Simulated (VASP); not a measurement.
# In (I4/mmm) in VASP: further runs, part 2 of 2

VASP 6.6.1. The steps go on from the part before.

## Step 4: Single point, PBE, non-collinear spin, zero start, spin-orbit coupling

File INCAR:

```
SYSTEM = In
  ALGO = Fast
  EDIFF = 1E-6
  ENCUT = 520
  GGA = PE
  GGA_COMPAT = .False.
  ISIF = 2
  ISMEAR = -1
  LASPH = .True.
  LCHARG = .True.
  LNONCOLLINEAR = .True.
  LORBIT = 11
  LORBMOM = .True.
  LREAL = .False.
  LSORBIT = .True.
  LVHAR = .True.
  LWAVE = .False.
  MAGMOM = 0 0 0
  NBANDS = 24
  NELM = 150
  PREC = Accurate
  SIGMA = 0.05
```

File KPOINTS:

```
k-points
0
Gamma
  8 8 8
  0 0 0
```

File POSCAR:

```
In
1.0
   -1.6254700000      1.6254700000      2.4737000000
    1.6254700000     -1.6254700000      2.4737000000
    1.6254700000      1.6254700000     -2.4737000000
In
1
Direct
    0.0000000000      0.0000000000      0.0000000000
```

Potentials or basis: VASP PAW PBE potentials, release 64 (In_d).

Run with:

```console
$ cat potpaw_PBE.64/In_d/POTCAR > POTCAR
$ mpirun -np 1 vasp_ncl > vasp.out
```

OUTCAR:

```text
SYSTEM = In
   EDIFF = 1E-6
   ENCUT = 520
   GGA = PE
   ISIF = 2
   ISMEAR = -1
   LASPH = .True.
   LNONCOLLINEAR = .True.
   LORBIT = 11
   LREAL = .False.
   LSORBIT = .True.
   NELM = 150
   PREC = Accurate

 ion  position               nearest neighbor table
   1  0.000  0.000  0.000-

  LATTYP: Found a body centered tetragonal cell.
 ALAT       =     3.2509400000
 C/A-ratio  =     1.5218367611

  Lattice vectors:

 A1 = (  -1.6254700000,   1.6254700000,   2.4737000000)
 A2 = (   1.6254700000,  -1.6254700000,   2.4737000000)
 A3 = (   1.6254700000,   1.6254700000,  -2.4737000000)

Analysis of symmetry for initial positions (statically):
=====================================================================
 Subroutine PRICEL returns:
 Original cell was already a primitive cell.

 Routine SETGRP: Setting up the symmetry group for a
 body centered tetragonal supercell.

 Subroutine GETGRP returns: Found 16 space group operations
 (whereof 16 operations were pure point group operations)
 out of a pool of 16 trial point group operations.

The static configuration has the point symmetry D_4h.

Analysis of symmetry for dynamics (positions and initial velocities):
=====================================================================
 Subroutine PRICEL returns:
 Original cell was already a primitive cell.

 Routine SETGRP: Setting up the symmetry group for a
[... 855 lines left out ...]

  energy  without entropy=       -2.5780524069  energy(sigma->0) =       -2.57996545

 orbital moment (x)

 # of ion     p       d       tot
 ----------------------------------------
  1        -0.000  -0.000  -0.000
 ----------------------------------------
           -0.000  -0.000  -0.000

 orbital moment (y)

 # of ion     p       d       tot
 ----------------------------------------
  1         0.000  -0.000  -0.000
 ----------------------------------------
            0.000  -0.000  -0.000

 orbital moment (z)

 # of ion     p       d       tot
 ----------------------------------------
  1         0.000  -0.000  -0.000
 ----------------------------------------
            0.000  -0.000  -0.000

 Spin-Orbit-Coupling matrix elements

 Ion:    1  E_soc:     -0.0705461
 l=   1
     0.0000000    -0.0055198    -0.0052789
    -0.0055198     0.0000000    -0.0055198
    -0.0052789    -0.0055198     0.0000000
 l=   2
     0.0000000    -0.0012755     0.0000000    -0.0012755    -0.0050960
    -0.0012755     0.0000000    -0.0037789    -0.0012521    -0.0012490
     0.0000000    -0.0037789     0.0000000    -0.0037789     0.0000000
    -0.0012755    -0.0012521    -0.0037789     0.0000000    -0.0012490
    -0.0050960    -0.0012490     0.0000000    -0.0012490     0.0000000
 l=   3
     0.0000000     0.0000000     0.0000000     0.0000000     0.0000000     0.0000000     0.0000000
     0.0000000     0.0000000     0.0000000     0.0000000     0.0000000     0.0000000     0.0000000
     0.0000000     0.0000000     0.0000000     0.0000000     0.0000000     0.0000000     0.0000000
     0.0000000     0.0000000     0.0000000     0.0000000     0.0000000     0.0000000     0.0000000
     0.0000000     0.0000000     0.0000000     0.0000000     0.0000000     0.0000000     0.0000000
     0.0000000     0.0000000     0.0000000     0.0000000     0.0000000     0.0000000     0.0000000
     0.0000000     0.0000000     0.0000000     0.0000000     0.0000000     0.0000000     0.0000000

 total charge

# of ion       s       p       d       tot
------------------------------------------
    1        0.997   0.495   9.850  11.342

 magnetization (x)

# of ion       s       p       d       tot
------------------------------------------
    1        0.000   0.000   0.000   0.000

 magnetization (y)

# of ion       s       p       d       tot
------------------------------------------
    1        0.000  -0.000  -0.000  -0.000

 magnetization (z)

# of ion       s       p       d       tot
------------------------------------------
    1        0.000   0.000   0.000   0.000
```

OSZICAR:

```text
N       E                     dE             d eps       ncg     rms          rms(c)
DAV:   1     0.112072272025E+03    0.11207E+03   -0.60538E+03  2896   0.150E+03
DAV:   2     0.812482128700E+01   -0.10395E+03   -0.10020E+03  3000   0.359E+02
DAV:   3    -0.225491676488E+01   -0.10380E+02   -0.10315E+02  3312   0.115E+02
DAV:   4    -0.258979287471E+01   -0.33488E+00   -0.33470E+00  3560   0.219E+01
DAV:   5    -0.260994211181E+01   -0.20149E-01   -0.20148E-01  4392   0.449E+00    0.234E+00
RMM:   6    -0.258646622190E+01    0.23476E-01   -0.31777E-02  3470   0.282E+00    0.124E+00
RMM:   7    -0.258199000895E+01    0.44762E-02   -0.11769E-02  3381   0.141E+00    0.420E-01
RMM:   8    -0.258189113155E+01    0.98877E-04   -0.18040E-03  4169   0.547E-01    0.182E-01
RMM:   9    -0.258185919375E+01    0.31938E-04   -0.35460E-04  4317   0.254E-01    0.695E-02
RMM:  10    -0.258188001460E+01   -0.20821E-04   -0.10104E-04  4095   0.143E-01    0.111E-02
RMM:  11    -0.258187720898E+01    0.28056E-05   -0.27407E-05  4392   0.677E-02    0.131E-02
RMM:  12    -0.258187826276E+01   -0.10538E-05   -0.13021E-05  4345   0.319E-02    0.114E-02
RMM:  13    -0.258187848961E+01   -0.22684E-06   -0.18240E-06  2605   0.156E-02
   1 F= -.25818785E+01 E0= -.25799654E+01  d E =-.382608E-02  mag=    -0.0000     0.0000    -0.0000
```

stdout:

```text
POSCAR found type information on POSCAR In
 POSCAR found :  1 types and       1 ions
 scaLAPACK will be used
 LDA part: xc-table for (Slater+PW92), standard interpolation
 POSCAR, INCAR and KPOINTS ok, starting setup
 FFT: planning ... GRIDC
 FFT: planning ... GRID_SOFT
 FFT: planning ... GRID
 WAVECAR not read
 entering main loop
```

It took 1.8 min on 1 thread of Intel Xeon Platinum 8375C at 2.90GHz (Ice Lake), shared host; peak memory 0.26 GiB.

Results:

| Property | Result |
| --- | --- |
| Free energy | -2.5819 eV |
| Pressure | 1.8 GPa |
| Net moment | 0.00 μB per cell |
| Valence electrons inside the program's atomic spheres | In 11.34 |

Stress tensor (GPa, compression positive):
```
0.59 0.00 0.00
0.00 0.59 0.00
0.00 0.00 4.34
```

Moments on the atoms (μB; x, y, z):
```
In  0.00 0.00 0.00
```

## Step 5: Single point, PBE

File INCAR:

```
SYSTEM = In
PREC = Accurate
ENCUT = 520
EDIFF = 1E-6
ISMEAR = 1
SIGMA = 0.1
LREAL = .FALSE.
LASPH = .TRUE.
NELM = 80
ALGO = Fast
ISIF = 2
LWAVE = .FALSE.
LCHARG = .FALSE.
GGA = PE
NBANDS = 12
```

File KPOINTS:

```
regular mesh
0
G
  10 10 10
  0 0 0
```

POSCAR is that of step 4.

Run with:

```console
$ cat potpaw_PBE.64/In_d/POTCAR > POTCAR
$ mpirun -np 1 vasp_std > vasp.out
```

Run time: 19 s. Hardware: 1 thread of Intel Xeon 6975P-C (Granite Rapids), shared host; peak memory 0.17 GiB.

Results (log left out):

```
Free energy : -2.5566 eV
Pressure    : 1.9 GPa
```

Stress tensor (GPa, compression positive):
```
 3.00  0.00  0.00
 0.00  3.00  0.00
 0.00  0.00 -0.23
```

Levels at points of the mesh, in eV from the Fermi level:
| k point | band 3 | band 4 | band 5 | band 6 | band 7 | band 8 | band 9 | band 10 |
| --- | --- | --- | --- | --- | --- | --- | --- | --- |
| (0.00, 0.00, 0.00) | -14.59 | -14.51 | -14.40 | -9.53 | 10.56 | 10.56 | 10.73 | 11.59 |
| (0.50, 0.00, 0.00) | -14.57 | -14.32 | -14.28 | -4.29 | -3.36 | 7.55 | 9.18 | 11.12 |
| (0.50, 0.50, 0.00) | -14.32 | -14.30 | -14.20 | -1.94 | -1.63 | 3.54 | 3.97 | 7.04 |
| (0.50, 0.50, 0.50) | -14.30 | -14.27 | -14.27 | -2.91 | -2.66 | 4.75 | 4.75 | 8.20 |

Caveat: spin-orbit coupling is left out, which moves the levels of the heavy elements.

## Step 6: The runs side by side

```csv
task,level,spin,cell,k mesh,cutoff (eV),smearing,gap on the mesh (eV),pressure (GPa),relaxed volume (Å³/atom)
relaxation of cell and atoms,PBEsol,off,relaxed,11 × 11 × 11,600,fermi-dirac 0.05 eV,none,0.0,25.54
relaxation of cell and atoms,RPBE,off,relaxed,11 × 11 × 11,600,fermi-dirac 0.05 eV,none,0.0,28.82
single point,PBE,"non-collinear, zero start, SOC",as given,8 × 8 × 8,520,fermi-dirac 0.05 eV,-,1.8,-
single point,PBE,off,as given,10 × 10 × 10,520,methfessel-paxton 0.1 eV,none,1.9,-
```

Alike in all rows: potentials or basis VASP PAW PBE potentials, release 64 (In_d).

Caveats: spin-orbit coupling is left out, which moves the levels of the heavy elements (some runs); the PAW data sets were made with another functional, which shifts forces and pressure a little (some runs); the volume moved by +10 % from the deposited cell, more than functionals usually miss (some runs).

Total energies depend on the potentials used, so only differences within one code and one set of settings carry meaning.
